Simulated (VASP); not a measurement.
Wanted: the native input for a VASP 6.6.1 run.

```yaml
Task: single point
Functional: PBE
Potentials_or_basis: VASP PAW PBE potentials, release 64 (Mg, Zn, O)
Cutoff: 520 eV
k_mesh: 6 × 6 × 6
Occupations: gaussian, width 0.1 eV
Spin: collinear spin, ferromagnetic start
Starting_moments: "[0.0, 0.0, 0.0, 0.0, 0.0, 1.0] μB"
Dipole_correction: no
Further_INCAR_settings: ALGO = Normal; EDIFF = 1e-06; NBANDS = 31
```

The structure of Mg3Zn2O lies in POSCAR:

```
Mg3Zn2O
1.0
    2.9142154638      1.6825230825      3.2325034824
   -2.9142154638      1.6825230825      3.2325034824
    0.0000000000     -3.3650461650      3.2325034824
Mg Zn O
3 2 1
Direct
    0.0000000000      0.0000000000      0.5000000000
    0.0000000000      0.5000000000      0.0000000000
    0.5000000000      0.0000000000      0.0000000000
    0.6195178738      0.6195178738      0.6195178738
    0.3804821262      0.3804821262      0.3804821262
    0.0000000000      0.0000000000      0.0000000000
```

The cell was built from a structure type or drawn by symmetry, and may not be a known phase.

The input as run:

INCAR

```
ALGO = Normal
EDIFF = 1E-6
ENCUT = 520
GGA = PE
ISIF = 2
ISMEAR = 0
ISPIN = 2
LASPH = True
LCHARG = True
LELF = True
LORBIT = 11
LREAL = False
LVHAR = True
LWAVE = False
MAGMOM = 0 0 0 0 0 1
NBANDS = 31
NELM = 150
PREC = Accurate
SIGMA = 0.1
```

KPOINTS

```
k-points
0
Gamma
  6 6 6
```

Potentials or basis: VASP PAW PBE potentials, release 64 (Mg, Zn, O).

Run with:

```console
$ cat potpaw_PBE.64/Mg/POTCAR potpaw_PBE.64/Zn/POTCAR potpaw_PBE.64/O/POTCAR > POTCAR
$ mpirun -np 1 vasp_std > vasp.out
```

Results of the run:

| Item | Value |
| --- | --- |
| Pressure | 0.0 GPa |
| Largest force | 0.032 eV/Å |
| Band gap on the k mesh | zero (filled and empty bands overlap) |
| Net moment | 0.00 μB per cell |
| Valence electrons inside the program's atomic spheres | Mg 0.34; Zn 10.84; O 4.93 |

Wall time 70 s on 1 thread of Intel(R) Xeon(R) 6975P-C (Granite Rapids) (shared host), peak memory 0.33 GiB.
